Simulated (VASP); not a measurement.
# IrPb2 (Fd-3m) in VASP: notebook

IrPb2 is run at these levels: PBE; tasks: single point, relaxation of cell and atoms.

Everything below comes from runs of VASP 6.6.1. Logs are shortened: lines on timing, memory, paths and dates and some standing lists are left out, and cuts for length are marked.

### 1 The cell of the first run

It takes space group Fd-3m (No. 227, cubic). Conventional cell: a = 8.463 Å, b = 8.463 Å, c = 8.463 Å, α = 90.00°, β = 90.00°, γ = 90.00°. Ir (site symmetry -43m) has 12 Pb at 3.51 Å and 4 Ir at 3.66 Å within 4.6 Å. Pb (site symmetry -3m) has 6 Pb at 2.99 Å and 6 Ir at 3.51 Å within 3.9 Å.

### 2 Single point, PBE

INCAR

```
SYSTEM = IrPb2
  ALGO = Fast
  EDIFF = 1E-7
  ENCUT = 520
  GGA = PE
  ISIF = 2
  ISMEAR = 0
  LASPH = .True.
  LCHARG = .False.
  LREAL = .False.
  LWAVE = .False.
  NBANDS = 46
  NELM = 80
  PREC = Accurate
  SIGMA = 0.1
```

KPOINTS

```
k-points
0
Gamma
  4 4 4
  0 0 0
```

POSCAR

```
IrPb2
1.0
    0.0000000000      4.2314821635      4.2314821635
    4.2314821635      0.0000000000      4.2314821635
    4.2314821635      4.2314821635      0.0000000000
Ir Pb
2 4
Direct
    0.0000000000      0.0000000000      0.0000000000
    0.2500000000      0.2500000000      0.2500000000
    0.6250000000      0.6250000000      0.6250000000
    0.1250000000      0.6250000000      0.6250000000
    0.6250000000      0.6250000000      0.1250000000
    0.6250000000      0.1250000000      0.6250000000
```

Potentials or basis: VASP PAW PBE potentials, release 64 (Ir, Pb_d).

Command:

```
$ cat potpaw_PBE.64/Ir/POTCAR potpaw_PBE.64/Pb_d/POTCAR > POTCAR
$ mpirun -np 1 vasp_std > vasp.out
```

OUTCAR:

```text
SYSTEM = IrPb2
   EDIFF = 1E-7
   ENCUT = 520
   GGA = PE
   ISIF = 2
   ISMEAR = 0
   LASPH = .True.
   LREAL = .False.
   NELM = 80
   PREC = Accurate

 ion  position               nearest neighbor table
   1  0.000  0.000  0.000-   4 3.51   6 3.51   5 3.51   3 3.51   4 3.51   5 3.51   3 3.51   4 3.51
                             6 3.51   3 3.51   5 3.51   6 3.51
   2  0.250  0.250  0.250-   4 3.51   6 3.51   5 3.51   3 3.51   4 3.51   6 3.51   3 3.51   4 3.51
                             5 3.51   3 3.51   5 3.51   6 3.51
   3  0.625  0.625  0.625-   4 2.99   5 2.99   6 2.99   5 2.99   6 2.99   4 2.99   1 3.51   2 3.51
                             1 3.51   2 3.51   1 3.51   2 3.51
   4  0.125  0.625  0.625-   3 2.99   5 2.99   6 2.99   3 2.99   5 2.99   6 2.99   1 3.51   2 3.51
                             2 3.51   1 3.51   2 3.51   1 3.51
   5  0.625  0.625  0.125-   3 2.99   3 2.99   4 2.99   6 2.99   6 2.99   4 2.99   1 3.51   2 3.51
                             1 3.51   2 3.51   1 3.51   2 3.51
   6  0.625  0.125  0.625-   3 2.99   5 2.99   3 2.99   4 2.99   5 2.99   4 2.99   1 3.51   2 3.51
                             1 3.51   2 3.51   1 3.51   2 3.51

  LATTYP: Found a face centered cubic cell.
 ALAT       =     8.4629643270

  Lattice vectors:

 A1 = (   0.0000000000,   4.2314821635,   4.2314821635)
 A2 = (   4.2314821635,   0.0000000000,   4.2314821635)
 A3 = (   4.2314821635,   4.2314821635,   0.0000000000)

Analysis of symmetry for initial positions (statically):
=====================================================================
 Subroutine PRICEL returns:
 Original cell was already a primitive cell.

 Routine SETGRP: Setting up the symmetry group for a
 face centered cubic supercell.

 Subroutine GETGRP returns: Found 48 space group operations
 (whereof 24 operations were pure point group operations)
 out of a pool of 48 trial point group operations.

The static configuration has the point symmetry T_d .
 The point group associated with its full space group is O_h .

Analysis of symmetry for dynamics (positions and initial velocities):
=====================================================================
 Subroutine PRICEL returns:
 Original cell was already a primitive cell.

 Routine SETGRP: Setting up the symmetry group for a
 face centered cubic supercell.

 Subroutine GETGRP returns: Found 48 space group operations
 (whereof 24 operations were pure point group operations)
 out of a pool of 48 trial point group operations.

The dynamic configuration has the point symmetry T_d .
 The point group associated with its full space group is O_h .

 Subroutine INISYM returns: Found 48 space group operations
 (whereof 24 operations are pure point group operations),
 and found     1 'primitive' translations

----------------------------------------------------------------------------------------

                                     Primitive cell

  volume of cell :     151.5331

  direct lattice vectors                    reciprocal lattice vectors
     0.000000000  4.231482163  4.231482163    -0.118161907  0.118161907  0.118161907
     4.231482163  0.000000000  4.231482163     0.118161907 -0.118161907  0.118161907
     4.231482163  4.231482163  0.000000000     0.118161907  0.118161907 -0.118161907

  length of vectors
     5.984219465  5.984219465  5.984219465     0.204662426  0.204662426  0.204662426

  position of ions in fractional coordinates (direct lattice)
     0.000000000  0.000000000  0.000000000
     0.250000000  0.250000000  0.250000000
     0.625000000  0.625000000  0.625000000
     0.125000000  0.625000000  0.625000000
     0.625000000  0.625000000  0.125000000
     0.625000000  0.125000000  0.625000000

  ion indices of the primitive-cell ions
   primitive index   ion index
                 1           1
                 2           2
                 3           3
                 4           4
                 5           5
                 6           6

----------------------------------------------------------------------------------------

 KPOINTS: k-points

Automatic generation of k-mesh.
 Grid dimensions read from file:
 generate k-points for:    4    4    4

 Generating k-lattice:

  Cartesian coordinates                     Fractional coordinates (reciprocal lattice)
    -0.029540477  0.029540477  0.029540477     0.250000000  0.000000000  0.000000000
     0.029540477 -0.029540477  0.029540477     0.000000000  0.250000000  0.000000000
     0.029540477  0.029540477 -0.029540477     0.000000000  0.000000000  0.250000000

  Length of vectors
     0.051165606  0.051165606  0.051165606

  Shift w.r.t. Gamma in fractional coordinates (k-lattice)
     0.000000000  0.000000000  0.000000000

 Subroutine IBZKPT returns following result:
 ===========================================

 Found      8 irreducible k-points:

 Following reciprocal coordinates:
            Coordinates               Weight
  0.000000  0.000000  0.000000      1.000000
  0.250000  0.000000  0.000000      8.000000
  0.500000  0.000000  0.000000      4.000000
  0.250000  0.250000  0.000000      6.000000
  0.500000  0.250000  0.000000     24.000000
 -0.250000  0.250000  0.000000     12.000000
  0.500000  0.500000  0.000000      3.000000
 -0.250000  0.500000  0.250000      6.000000
   k-points           NKPTS =      8   k-points in BZ     NKDIM =      8   number of bands    NBANDS=     46
   number of dos      NEDOS =    301   number of ions     NIONS =      6
   total plane-waves  NPLWV = 110592
   dimension x,y,z NGX =    48 NGY =   48 NGZ =   48
   dimension x,y,z NGXF=    96 NGYF=   96 NGZF=   96
   ions per type =               2   4
   NGX,Y,Z   is equivalent  to a cutoff of  13.33, 13.33, 13.33 a.u.
   NGXF,Y,Z  is equivalent  to a cutoff of  26.67, 26.67, 26.67 a.u.
 SYSTEM =  IrPb2
   PREC   = accura    normal or accurate (medium, high low for compatibility)
   ISTART =      0    job   : 0-new  1-cont  2-samecut
   ICHARG =      2    charge: 1-file 2-atom 10-const
   ISPIN  =      1    spin polarized calculation?
   LNONCOLLINEAR =      F non collinear calculations
   LSORBIT =      F    spin-orbit coupling
   LASPH  =      T    aspherical Exc in radial PAW
   ENCUT  =  520.0 eV  38.22 Ry    6.18 a.u.  11.13 11.13 11.13*2*pi/ulx,y,z
   NELM   =     80;   NELMIN=  2; NELMDL= -5     # of ELM steps
   EDIFF  = 0.1E-06   stopping-criterion for ELM
   LREAL  =      F    real-space projection
   EDIFFG = 0.1E-05   stopping-criterion for IOM
   NSW    =      0    number of steps for IOM
   IBRION =     -1    ionic relax: 0-MD 1-quasi-New 2-CG
   NFREE  =      0    steps in history (QN), initial steepest desc. (CG)
   ISIF   =      2    stress and relaxation
   ISYM   =      2    0-nonsym 1-usesym 2-fastsym
   POTIM  = 0.5000    time-step for ionic-motion
   TEBEG  =    0.0;   TEEND  =   0.0 temperature during run
   PSTRESS=    0.0 pullay stress
   NELECT =      74.0000    total number of electrons
   NUPDOWN=      -1.0000    fix difference up-down
   EMIN   =  10.00;   EMAX   =-10.00  energy-range for DOS
   EFERMI =   0.00;   METHOD = LEGACY
   ISMEAR =     0;   SIGMA  =   0.10  broadening in eV -4-tet -1-fermi 0-gaus
   EFERMI_NEDOS =   21; number of points for ismear=-14 and -15
   IALGO  =     68    algorithm
   IMIX   =      4    mixing-type and parameters
     AMIX     =   0.40;   BMIX     =  1.00
     AMIX_MAG =   1.60;   BMIX_MAG =  1.00
  volume/ion in A,a.u.               =      25.26       170.43
  Fermi-wavevector in a.u.,A,eV,Ry     =   1.289188  2.436212 22.612957  1.662005
  Thomas-Fermi vector in A             =   2.421096
   LORBIT       =      0    0 simple, 1 ext, 2 COOP (PROOUT), +10 PAW based schemes
   GGA     = PE    functional components
   LHFCALC =     F    Hartree Fock is set to
   AEXX    =    0.0000 exact exchange contribution
   IVDW    =     0    specifies the selected vdW correction
   LEPSILON=     F    determine dielectric tensor
   LRPA    =     F    only Hartree local field effects (RPA)
 non-spin polarized calculation
 RMM-DIIS sequential band-by-band and
 Gauss-broadening in eV      SIGMA  =   0.10
  energy-cutoff  :      520.00
  volume of cell :      151.53
 maximum number of plane-waves:      4128
 NGX is ok and might be reduce to    48
   NGX = 23   NGY = 23   NGZ = 23

 number of electron      73.9999998 magnetization

 Free energy of the ion-electron system (eV)
  ---------------------------------------------------
  ext. energy  EPLUGINS =         0.00000000
  ---------------------------------------------------
  free energy    TOTEN  =       -23.63160533 eV

  energy without entropy =      -23.57561291  energy(sigma->0) =      -23.60360912

 E-fermi :   6.9246     XC(G=0): -10.9265

 val. band max:        6.8687973591   @ k =   0.5000   0.0000   0.0000
 cond. band min:       6.9249403284   @ k =   0.2500   0.2500   0.0000
 fundamental gap:      0.0561429693
 Fermi energy:         6.9245536546

 k-point     1 :       0.0000    0.0000    0.0000
  band No.  band energies     occupation
      1     -10.9921      2.00000
      2     -10.5665      2.00000
      3     -10.5665      2.00000
      4     -10.5665      2.00000
      5     -10.4774      2.00000
      6     -10.4774      2.00000
[... 38 lines left out ...]
     45      10.1892      0.00000
     46      14.0943      0.00000

 k-point     2 :       0.2500    0.0000    0.0000
  band No.  band energies     occupation
      1     -10.8813      2.00000
      2     -10.5207      2.00000
      3     -10.5163      2.00000
      4     -10.5163      2.00000
      5     -10.3758      2.00000
      6     -10.3758      2.00000
[... 38 lines left out ...]
     45      11.8366      0.00000
     46      12.1298      0.00000

 k-point     3 :       0.5000    0.0000    0.0000
  band No.  band energies     occupation
      1     -10.7730      2.00000
      2     -10.4970      2.00000
      3     -10.4970      2.00000
      4     -10.3656      2.00000
      5     -10.1158      2.00000
      6     -10.0658      2.00000
[... 38 lines left out ...]
     45      11.6050      0.00000
     46      12.8513      0.00000

 k-point     4 :       0.2500    0.2500    0.0000
  band No.  band energies     occupation
      1     -10.8296      2.00000
      2     -10.5480      2.00000
      3     -10.4514      2.00000
      4     -10.4344      2.00000
      5     -10.4344      2.00000
      6     -10.3348      2.00000
[... 38 lines left out ...]
     45      12.1329      0.00000
     46      12.2516      0.00000

 k-point     5 :       0.5000    0.2500    0.0000
  band No.  band energies     occupation
      1     -10.6704      2.00000
      2     -10.4724      2.00000
      3     -10.4385      2.00000
      4     -10.3728      2.00000
      5     -10.2264      2.00000
      6     -10.1244      2.00000
[... 38 lines left out ...]
     45      12.3695      0.00000
     46      12.5059      0.00000

 k-point     6 :      -0.2500    0.2500    0.0000
  band No.  band energies     occupation
      1     -10.7331      2.00000
      2     -10.4829      2.00000
      3     -10.4696      2.00000
      4     -10.3725      2.00000
      5     -10.3495      2.00000
      6     -10.1359      2.00000
[... 38 lines left out ...]
     45      12.2787      0.00000
     46      12.2866      0.00000

 k-point     7 :       0.5000    0.5000    0.0000
  band No.  band energies     occupation
      1     -10.5665      2.00000
      2     -10.5665      2.00000
      3     -10.2754      2.00000
      4     -10.2754      2.00000
      5     -10.2118      2.00000
      6     -10.2118      2.00000
[... 38 lines left out ...]
     45      11.4183      0.00000
     46      11.4183      0.00000

 k-point     8 :      -0.2500    0.5000    0.2500
  band No.  band energies     occupation
      1     -10.4818      2.00000
      2     -10.4818      2.00000
      3     -10.4256      2.00000
      4     -10.4256      2.00000
      5     -10.1447      2.00000
      6     -10.1447      2.00000
[... 38 lines left out ...]
     45      11.9260      0.00000
     46      11.9260      0.00000

------------------------ aborting loop because EDIFF is reached ----------------------------------------

  FORCE on cell =-STRESS in cart. coord.  units (eV):
  Direction    XX          YY          ZZ          XY          YZ          ZX
  --------------------------------------------------------------------------------------
  -------------------------------------------------------------------------------------
  Total        2.7502937      2.7502937      2.7502937     -0.0000000     -0.0000000      0.0000000
  in kB       29.0791773     29.0791773     29.0791773     -0.0000000     -0.0000000      0.0000000
  external PRESSURE =      29.0791773 kB  Pullay stress =       0.0000000 kB

 VOLUME and BASIS-vectors are now :
 -----------------------------------------------------------------------------
  energy-cutoff  :      520.00
  volume of cell :      151.53
      direct lattice vectors                 reciprocal lattice vectors
     0.000000000  4.231482163  4.231482163    -0.118161907  0.118161907  0.118161907
     4.231482163  0.000000000  4.231482163     0.118161907 -0.118161907  0.118161907
     4.231482163  4.231482163  0.000000000     0.118161907  0.118161907 -0.118161907

 POSITION                                       TOTAL-FORCE (eV/Angst)
 -----------------------------------------------------------------------------------
      0.00000      0.00000      0.00000        -0.000000     -0.000000      0.000000
      2.11574      2.11574      2.11574         0.000000     -0.000000      0.000000
      5.28935      5.28935      5.28935        -0.000000      0.000000     -0.000000
      5.28935      3.17361      3.17361        -0.000000      0.000000     -0.000000
      3.17361      3.17361      5.28935        -0.000000      0.000000     -0.000000
      3.17361      5.28935      3.17361        -0.000000      0.000000     -0.000000
 -----------------------------------------------------------------------------------
    total drift:                                0.000000      0.000000     -0.000000

  FREE ENERGIE OF THE ION-ELECTRON SYSTEM (eV)
  ---------------------------------------------------
  free  energy   TOTEN  =       -23.6316053285 eV

  energy  without entropy=      -23.5756129051  energy(sigma->0) =      -23.60360912
```

Wall time 4.5 min (1 thread of Intel Xeon 8259CL, shared host); peak memory 0.31 GiB.

Results:

```yaml
Free_energy: -23.6316 eV
Pressure: 2.9 GPa
Band_gap_on_the_k_mesh: zero (bands 37 and 38 overlap by 0.97 eV)
```

Levels at points of the mesh, in eV from the Fermi level:
| k point | band 34 | band 35 | band 36 | band 37 | band 38 | band 39 |
| --- | --- | --- | --- | --- | --- | --- |
| (0.00, 0.00, 0.00) | -0.80 | -0.29 | -0.29 | 0.61 | 0.61 | 0.61 |
| (0.50, 0.00, 0.00) | -0.48 | -0.48 | -0.10 | -0.10 | -0.06 | 0.53 |
| (0.50, 0.50, 0.00) | -0.60 | -0.20 | -0.20 | 0.88 | 0.88 | 1.12 |

Caveat: spin-orbit coupling is left out, which moves the levels of the heavy elements.

[end of part 1 of 2]

The gap in the log of VASP goes by the Fermi energy; the results here count the filled bands.